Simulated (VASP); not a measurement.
# ScGa3Te (P-6m2) in VASP: a series of runs

The runs below take ScGa3Te through relaxation of cell and atoms, single point, with PBE.

Program: VASP 6.6.1. These are calculated values, not measurements. Logs are shortened: lines on timing, memory, paths and dates and some standing lists are left out, and cuts for length are marked.

## (1) The cell of the first run

The structure is hexagonal, space group P-6m2 (No. 187). Conventional cell: a = 4.524 Å, b = 4.524 Å, c = 5.585 Å, α = 90.00°, β = 90.00°, γ = 120.00°. Within 3.4 Å of Sc (site symmetry -6m2) lie 9 Ga at 2.61 to 2.98 Å. Ga (site symmetry 3m) has 5 Ga at 2.73 to 2.98 Å and 3 Te at 2.95 Å and 3 Sc at 2.98 Å within 3.6 Å. Ga (site symmetry -6m2) has 3 Sc at 2.61 Å and 2 Te at 2.79 Å and 6 Ga at 2.98 Å within 3.4 Å. Te (site symmetry -6m2) has 8 Ga at 2.79 to 2.95 Å and 6 Sc at 3.82 Å within 3.9 Å.

The cell was generated, and may not be a known phase.

## (2) Relaxation of cell and atoms, PBE

The input, INCAR:

```
SYSTEM = ScGa3Te
  ALGO = Normal
  EDIFF = 1E-7
  EDIFFG = -0.04
  ENCUT = 600
  GGA = PE
  IBRION = 2
  ISIF = 3
  ISMEAR = 0
  LASPH = .True.
  LCHARG = .False.
  LREAL = .False.
  LWAVE = .False.
  NELM = 100
  NSW = 90
  PREC = Accurate
  SIGMA = 0.1
```

The input, KPOINTS:

```
k-points
0
Gamma
  6 6 4
  0 0 0
```

The input, POSCAR:

```
ScGa3Te
1.0
    4.5240045900      0.0000000000      0.0000000000
   -2.2620023000      3.9179029100      0.0000000000
    0.0000000000      0.0000000000      5.5850883500
Sc Ga Te
1 3 1
Direct
    0.3333333300      0.6666666700      0.5000000000
    0.0000000000      0.0000000000      0.7552470000
    0.0000000000      0.0000000000      0.2447530000
    0.6666666700      0.3333333300      0.5000000000
    0.6666666700      0.3333333300      0.0000000000
```

Potentials or basis: VASP PAW PBE potentials, release 64 (Sc_sv, Ga_d, Te).

Run with:

```bash
$ cat potpaw_PBE.64/Sc_sv/POTCAR potpaw_PBE.64/Ga_d/POTCAR potpaw_PBE.64/Te/POTCAR > POTCAR
$ mpirun -np 1 vasp_std > vasp.out
```

OUTCAR:

```text
SYSTEM = ScGa3Te
   EDIFF = 1E-7
   EDIFFG = -0.04
   ENCUT = 600
   GGA = PE
   IBRION = 2
   ISIF = 3
   ISMEAR = 0
   LASPH = .True.
   LREAL = .False.
   NELM = 100
   NSW = 90
   PREC = Accurate

 ion  position               nearest neighbor table
   1  0.333  0.667  0.500-   4 2.61   4 2.61   4 2.61   2 2.98   3 2.98   3 2.98   2 2.98   3 2.98
                             2 2.98
   2  0.000  0.000  0.755-   3 2.73   3 2.85   5 2.95   5 2.95   5 2.95   1 2.98   1 2.98   1 2.98

   3  0.000  0.000  0.245-   2 2.73   2 2.85   5 2.95   5 2.95   5 2.95   1 2.98   1 2.98   1 2.98

   4  0.667  0.333  0.500-   1 2.61   1 2.61   1 2.61   5 2.79   5 2.79
   5  0.667  0.333  0.000-   4 2.79   4 2.79   2 2.95   3 2.95   2 2.95   3 2.95   2 2.95   3 2.95

  LATTYP: Found a hexagonal cell.
 ALAT       =     4.5240045900
 C/A-ratio  =     1.2345452439

  Lattice vectors:

 A1 = (   4.5240045900,   0.0000000000,   0.0000000000)
 A2 = (  -2.2620023000,   3.9179029100,   0.0000000000)
 A3 = (   0.0000000000,   0.0000000000,   5.5850883500)

Analysis of symmetry for initial positions (statically):
=====================================================================
 Subroutine PRICEL returns:
 Original cell was already a primitive cell.

 Routine SETGRP: Setting up the symmetry group for a
 hexagonal supercell.

 Subroutine GETGRP returns: Found 12 space group operations
 (whereof 12 operations were pure point group operations)
 out of a pool of 24 trial point group operations.

The static configuration has the point symmetry D_3h.

Analysis of symmetry for dynamics (positions and initial velocities):
=====================================================================
 Subroutine PRICEL returns:
 Original cell was already a primitive cell.

 Routine SETGRP: Setting up the symmetry group for a
 hexagonal supercell.

 Subroutine GETGRP returns: Found 12 space group operations
 (whereof 12 operations were pure point group operations)
 out of a pool of 24 trial point group operations.

The dynamic configuration has the point symmetry D_3h.

 Subroutine INISYM returns: Found 12 space group operations
 (whereof 12 operations are pure point group operations),
 and found     1 'primitive' translations

----------------------------------------------------------------------------------------

                                     Primitive cell

  volume of cell :      98.9935

  direct lattice vectors                    reciprocal lattice vectors
     4.524004590  0.000000000  0.000000000     0.221043100  0.127619293  0.000000000
[... 72 lines left out ...]
   total plane-waves  NPLWV =  62208
   dimension x,y,z NGX =    36 NGY =   36 NGZ =   48
   dimension x,y,z NGXF=    72 NGYF=   72 NGZF=   96
   ions per type =               1   3   1
   NGX,Y,Z   is equivalent  to a cutoff of  13.23, 13.23, 14.29 a.u.
   NGXF,Y,Z  is equivalent  to a cutoff of  26.46, 26.46, 28.58 a.u.
 SYSTEM =  ScGa3Te
   PREC   = accura    normal or accurate (medium, high low for compatibility)
   ISTART =      0    job   : 0-new  1-cont  2-samecut
   ICHARG =      2    charge: 1-file 2-atom 10-const
   ISPIN  =      1    spin polarized calculation?
   LNONCOLLINEAR =      F non collinear calculations
   LSORBIT =      F    spin-orbit coupling
   LASPH  =      T    aspherical Exc in radial PAW
   ENCUT  =  600.0 eV  44.10 Ry    6.64 a.u.   9.04  9.04 11.15*2*pi/ulx,y,z
   NELM   =    100;   NELMIN=  2; NELMDL= -5     # of ELM steps
   EDIFF  = 0.1E-06   stopping-criterion for ELM
   LREAL  =      F    real-space projection
   EDIFFG = -.4E-01   stopping-criterion for IOM
   NSW    =     90    number of steps for IOM
   IBRION =      2    ionic relax: 0-MD 1-quasi-New 2-CG
   NFREE  =      1    steps in history (QN), initial steepest desc. (CG)
   ISIF   =      3    stress and relaxation
   ISYM   =      2    0-nonsym 1-usesym 2-fastsym
   POTIM  = 0.5000    time-step for ionic-motion
   TEBEG  =    0.0;   TEEND  =   0.0 temperature during run
   PSTRESS=    0.0 pullay stress
   NELECT =      56.0000    total number of electrons
   NUPDOWN=      -1.0000    fix difference up-down
   EMIN   =  10.00;   EMAX   =-10.00  energy-range for DOS
   EFERMI =   0.00;   METHOD = LEGACY
   ISMEAR =     0;   SIGMA  =   0.10  broadening in eV -4-tet -1-fermi 0-gaus
   EFERMI_NEDOS =   21; number of points for ismear=-14 and -15
   IALGO  =     38    algorithm
   IMIX   =      4    mixing-type and parameters
     AMIX     =   0.40;   BMIX     =  1.00
     AMIX_MAG =   1.60;   BMIX_MAG =  1.00
  volume/ion in A,a.u.               =      19.80       133.61
  Fermi-wavevector in a.u.,A,eV,Ry     =   1.353948  2.558590 24.941855  1.833175
  Thomas-Fermi vector in A             =   2.481160
   LORBIT       =      0    0 simple, 1 ext, 2 COOP (PROOUT), +10 PAW based schemes
   GGA     = PE    functional components
   LHFCALC =     F    Hartree Fock is set to
   AEXX    =    0.0000 exact exchange contribution
   IVDW    =     0    specifies the selected vdW correction
   LEPSILON=     F    determine dielectric tensor
   LRPA    =     F    only Hartree local field effects (RPA)
 conjugate gradient relaxation of ions
 non-spin polarized calculation
 Gauss-broadening in eV      SIGMA  =   0.10
  energy-cutoff  :      600.00
  volume of cell :       98.99
 maximum number of plane-waves:      3336
   NGX = 19   NGY = 19   NGZ = 23

--------------------------------------- Ionic step        1  -------------------------------------------

 number of electron      55.9999999 magnetization

 Free energy of the ion-electron system (eV)
  ---------------------------------------------------
  ext. energy  EPLUGINS =         0.00000000
  ---------------------------------------------------
  free energy    TOTEN  =       -17.17073495 eV

  energy without entropy =      -17.15697068  energy(sigma->0) =      -17.16385282

 E-fermi :   7.0268     XC(G=0): -10.8711

 val. band max:        7.0204634453   @ k =   0.0000   0.0000   0.5000
 cond. band min:       7.0543076943   @ k =   0.1667  -0.0000   0.5000
 fundamental gap:      0.0338442490
 Fermi energy:         7.0268441747

 k-point     1 :       0.0000    0.0000    0.0000
  band No.  band energies     occupation
      1     -42.7991      2.00000
      2     -21.5480      2.00000
      3     -21.4692      2.00000
      4     -21.4692      2.00000
      5      -8.1572      2.00000
      6      -8.0659      2.00000
[... 1017 lines left out ...]
--------------------------------------- Ionic step        8  -------------------------------------------

 number of electron      56.0000010 magnetization

 Free energy of the ion-electron system (eV)
  ---------------------------------------------------
  ext. energy  EPLUGINS =         0.00000000
  ---------------------------------------------------
  free energy    TOTEN  =       -17.99531815 eV

  energy without entropy =      -17.98500622  energy(sigma->0) =      -17.99016218

 E-fermi :   5.0949     XC(G=0):  -9.9011

 val. band max:        5.0599228412   @ k =   0.3333   0.3333   0.0000
 cond. band min:       5.1296243096   @ k =   0.1667   0.1667   0.2500
 fundamental gap:      0.0697014684
 Fermi energy:         5.0949334753

 k-point     1 :       0.0000    0.0000    0.0000
  band No.  band energies     occupation
      1     -45.3012      2.00000
      2     -24.0705      2.00000
      3     -23.8779      2.00000
      4     -23.8779      2.00000
      5      -9.9066      2.00000
      6      -9.8653      2.00000
[... 777 lines left out ...]
  FREE ENERGIE OF THE ION-ELECTRON SYSTEM (eV)
  ---------------------------------------------------
  free  energy   TOTEN  =       -17.9953181485 eV

  energy  without entropy=      -17.9850062173  energy(sigma->0) =      -17.99016218

 reached required accuracy - stopping structural energy minimisation
```

CONTCAR:

```text
ScGa3Te
   1.00000000000000
     4.7556563360078794   -0.0000000002827180   -0.0000000000000000
    -2.3778281735048057    4.1185192082415325   -0.0000000000000000
     0.0000000000000000   -0.0000000000000000    6.2052794494816839
  Sc              Ga              Te
     1     3     1
Direct
     0.3333333300000021    0.6666666699999979    0.5000000000000000
     0.0000000000000000    1.0000000000000000    0.7427706965004387
     0.0000000000000000    0.0000000000000000    0.2572293034995613
     0.6666666699999979    0.3333333300000021    0.5000000000000000
     0.6666666699999979    0.3333333300000021    1.0000000000000000

  0.00000000E+00  0.00000000E+00  0.00000000E+00
  0.00000000E+00  0.00000000E+00  0.00000000E+00
  0.00000000E+00  0.00000000E+00  0.00000000E+00
  0.00000000E+00  0.00000000E+00  0.00000000E+00
  0.00000000E+00  0.00000000E+00  0.00000000E+00
```

Run time: 8.6 min. Hardware: 1 thread of Intel Xeon Platinum 8259CL at 2.50GHz (Skylake/Cascade Lake), shared host; peak memory 0.31 GiB.

Results:

```yaml
Free_energy: -17.9953 eV
Relaxed_volume: 24.31 Å³/atom
Relaxed_cell: a = 4.756 Å, b = 4.756 Å, c = 6.205 Å, α = 90.00°, β = 90.00°, γ = 120.00°
Space_group_after_relaxing_to_0.1_Å: P-6m2 (No. 187)
Energy_gained_by_relaxing: 164.9 meV/atom
Ionic_steps: 8
Pressure_after_relaxing: -0.2 GPa
Largest_force_after_relaxing: 0.007 eV/Å
Band_gap_on_the_k_mesh: zero (bands 28 and 29 overlap by 0.45 eV)
```

Forces in eV/Å, atoms in the order of the input:
```
Sc   0.000  0.000  0.000
Ga   0.000  0.000 -0.007
Ga   0.000  0.000  0.007
Ga   0.000  0.000  0.000
Te   0.000  0.000  0.000
```

Step by step:
```
step  energy change (eV)  largest force (eV/Å)  pressure (GPa)  volume (Å³)
   1              0.0000                0.3179           13.23        98.99
   2             -0.7928                0.2060           -1.11       124.27
   3             -0.8016                0.2160           -0.09       121.12
   4             -0.8016                0.2141           -0.26       121.59
   5             -0.8128                0.1756           -0.14       121.28
   6             -0.8200                0.1176            0.08       120.73
   7             -0.8223                0.0876            0.01       120.96
   8             -0.8246                0.0072           -0.21       121.54
```

Final structure:
```cif
data_structure
_symmetry_space_group_name_H-M 'P 1'
_symmetry_Int_Tables_number 1
_cell_length_a 4.7557
_cell_length_b 4.7557
_cell_length_c 6.2053
_cell_angle_alpha 90.000
_cell_angle_beta 90.000
_cell_angle_gamma 120.000
_cell_volume 121.54
loop_
_atom_site_label
_atom_site_type_symbol
_atom_site_fract_x
_atom_site_fract_y
_atom_site_fract_z
_atom_site_occupancy
Sc1 Sc 0.33333 0.66667 0.50000 1
Ga1 Ga 0.00000 0.00000 0.74277 1
Ga2 Ga 0.00000 0.00000 0.25723 1
Ga3 Ga 0.66667 0.33333 0.50000 1
Te1 Te 0.66667 0.33333 0.00000 1
```

Levels at points of the mesh, in eV from the Fermi level:
```csv
k point,band 25,band 26,band 27,band 28,band 29,band 30,band 31,band 32
"(0.00, 0.00, 0.00)",-2.82,-0.76,-0.76,-0.33,0.39,0.48,0.48,1.21
"(0.50, 0.00, 0.00)",-3.47,-3.37,-1.74,-0.24,0.08,0.62,0.73,1.32
"(0.00, 0.00, 0.50)",-2.15,-2.09,-1.86,-1.86,0.15,0.20,0.20,1.61
"(0.50, 0.00, 0.50)",-1.97,-1.52,-1.26,-0.79,0.25,0.41,0.65,0.85
```

Caveat: the volume moved by over 15 % at a fixed basis, so the end points are rough; spin-orbit coupling is left out, which moves the levels of the heavy elements.

## (3) Single point, PBE

This run uses another cell than the first one, of 24.35 Å³/atom.

The input, INCAR:

```
ALGO = Fast
EDIFF = 1E-6
ENCUT = 520
GGA = PE
ISIF = 2
ISMEAR = 0
LASPH = T
LCHARG = F
LREAL = F
LWAVE = F
NBANDS = 36
NELM = 60
PREC = Accurate
SIGMA = 0.1
```

The input, KPOINTS:

```
k-points
0
Gamma
  12 12 6
```

The input, POSCAR:

```
ScGa3Te
1.0
    4.7012801659      0.0000000000      0.0000000000
   -2.3506400830      4.0714280540      0.0000000000
    0.0000000000      0.0000000000      6.3599424692
Sc Ga Te
1 3 1
Direct
    0.3333333333      0.6666666667      0.5000000000
    0.0000000000      0.0000000000      0.7397695575
    0.0000000000      0.0000000000      0.2602304425
    0.6666666667      0.3333333333      0.5000000000
    0.6666666667      0.3333333333      0.0000000000
```

Potentials or basis: VASP PAW PBE potentials, release 64 (Sc_sv, Ga_d, Te).

Run with:

```bash
$ cat potpaw_PBE.64/Sc_sv/POTCAR potpaw_PBE.64/Ga_d/POTCAR potpaw_PBE.64/Te/POTCAR > POTCAR
$ mpirun -np 1 vasp_std > vasp.out
```

Run time: 6 min. Hardware: 1 thread of Intel Xeon Platinum 8259CL at 2.50GHz (Skylake/Cascade Lake), shared host; peak memory 0.46 GiB.

Results (log left out):

```yaml
Free_energy: -17.9816 eV
Pressure: 0.0 GPa
Largest_force: 0.005 eV/Å
Band_gap_on_the_k_mesh: zero (bands 28 and 29 overlap by 0.50 eV)
```

Forces in eV/Å, atoms in the order of the input:
```
Sc   0.000  0.000  0.000
Ga   0.000  0.000  0.005
Ga   0.000  0.000 -0.005
Ga   0.000  0.000  0.000
Te   0.000  0.000  0.000
```

Levels at points of the mesh, in eV from the Fermi level:
```csv
k point,band 26,band 27,band 28,band 29,band 30,band 31
"(0.00, 0.00, 0.00)",-0.80,-0.80,-0.22,0.50,0.50,0.51
"(0.50, 0.00, 0.00)",-3.22,-1.59,-0.26,0.02,0.67,0.78
"(0.00, 0.00, 0.50)",-1.95,-1.87,-1.87,0.15,0.27,0.27
"(0.50, 0.00, 0.50)",-1.48,-1.46,-0.74,0.25,0.28,0.69
```

Caveat: spin-orbit coupling is left out, which moves the levels of the heavy elements.

## (4) Single point, PBE, collinear spin

This run uses another cell than the first one, of 24.05 Å³/atom.

The input, INCAR:

```
ALGO = Normal ; EDIFF = 1E-7
ENCUT = 520 ; GGA = PE
ISIF = 2 ; ISMEAR = 0
ISPIN = 2 ; LASPH = True
LCHARG = False ; LMAXMIX = 4
LORBIT = 11 ; LREAL = False
LWAVE = False ; MAGMOM = 1 0 0 0 0
NBANDS = 40 ; NELM = 150
PREC = Accurate ; SIGMA = 0.1
```

The input, KPOINTS:

```
k-points
0
Gamma
  6 6 4
```

The input, POSCAR:

```
ScGa3Te
1.0
    4.7419930420      0.0000000000      0.0000000000
   -2.3709965210      4.1066864390      0.0000000000
    0.0000000000      0.0000000000      6.1742404298
Sc Ga Te
1 3 1
Direct
    0.3333333333      0.6666666667      0.5000000000
    0.0000000000      0.0000000000      0.7408706389
    0.0000000000      0.0000000000      0.2591293611
    0.6666666667      0.3333333333      0.5000000000
    0.6666666667      0.3333333333      0.0000000000
```

Run with:

```bash
$ cat potpaw_PBE.64/Sc_sv/POTCAR potpaw_PBE.64/Ga_d/POTCAR potpaw_PBE.64/Te/POTCAR > POTCAR
$ mpirun -np 1 vasp_std > vasp.out
```

It took 3.4 min on 1 thread of Intel Xeon Platinum 8259CL at 2.50GHz (Skylake/Cascade Lake), shared host; peak memory 0.38 GiB.

It converged, with:

```
Free energy                                           : -17.9978 eV
Pressure                                              : 0.3 GPa
Largest force                                         : 0.043 eV/Å
Band gap on the k mesh                                : zero (filled and empty bands overlap)
Net moment                                            : 0.00 μB per cell
Valence electrons inside the program's atomic spheres : Sc 9.36; Ga 11.50, 11.65 (each value once); Te 3.29
```

Forces in eV/Å, atoms in the order of the input:
```
Sc   0.000  0.000  0.000
Ga   0.000  0.000  0.043
Ga   0.000  0.000 -0.043
Ga   0.000  0.000  0.000
Te   0.000  0.000  0.000
```

Stress tensor (GPa, compression positive):
```
0.28 0.00 0.00
0.00 0.28 0.00
0.00 0.00 0.36
```

Levels at points of the mesh, in eV from the Fermi level:
Spin up:
| k point | band 24 | band 25 | band 26 | band 27 | band 28 | band 29 | band 30 | band 31 | band 32 | band 33 |
| --- | --- | --- | --- | --- | --- | --- | --- | --- | --- | --- |
| (0.00, 0.00, 0.00) | -2.86 | -2.86 | -0.77 | -0.77 | -0.31 | 0.38 | 0.48 | 0.48 | 1.25 | 1.39 |
| (0.50, 0.00, 0.00) | -3.52 | -3.48 | -3.40 | -1.74 | -0.25 | 0.08 | 0.62 | 0.72 | 1.34 | 1.77 |
| (0.00, 0.00, 0.50) | -2.15 | -2.15 | -2.13 | -1.91 | -1.91 | 0.18 | 0.20 | 0.20 | 1.65 | 2.10 |
| (0.50, 0.00, 0.50) | -3.04 | -1.96 | -1.56 | -1.24 | -0.80 | 0.26 | 0.42 | 0.65 | 0.87 | 1.20 |
Spin down:
| k point | band 26 | band 27 | band 28 | band 29 | band 30 | band 31 |
| --- | --- | --- | --- | --- | --- | --- |
| (0.00, 0.00, 0.00) | -0.77 | -0.77 | -0.31 | 0.38 | 0.48 | 0.48 |
| (0.50, 0.00, 0.00) | -3.40 | -1.74 | -0.25 | 0.08 | 0.62 | 0.72 |
| (0.00, 0.00, 0.50) | -2.13 | -1.91 | -1.91 | 0.18 | 0.20 | 0.20 |
| (0.50, 0.00, 0.50) | -1.56 | -1.24 | -0.80 | 0.26 | 0.42 | 0.65 |

Caveat: spin-orbit coupling is left out, which moves the levels of the heavy elements.

## (5) Summary

```tsv
task	spin	cell	k mesh	cutoff (eV)	gap on the mesh (eV)	pressure (GPa)	largest force (eV/Å)
relaxation of cell and atoms	off	relaxed from a = 4.524, b = 4.524, c = 5.585 Å, angles 90.0, 90.0, 120.0°, 5 atoms, atomic positions A	6 × 6 × 4	600	none	-0.2	0.01
single point	off	a = 4.701, b = 4.701, c = 6.360 Å, angles 90.0, 90.0, 120.0°, 5 atoms, atomic positions B	12 × 12 × 6	520	none	0.0	0.01
single point	collinear	a = 4.742, b = 4.742, c = 6.174 Å, angles 90.0, 90.0, 120.0°, 5 atoms, atomic positions C	6 × 6 × 4	520	none	0.3	0.04
```

Alike in all rows: level PBE; potentials or basis VASP PAW PBE potentials, release 64 (Sc_sv, Ga_d, Te); smearing gaussian 0.1 eV.

Caveats: spin-orbit coupling is left out, which moves the levels of the heavy elements; the volume moved by over 15 % at a fixed basis, so the end points are rough (at least some runs).

Absolute energies hang on the potentials; compare differences alone.

The gap in the log of VASP goes by the Fermi energy; the results here count the filled bands.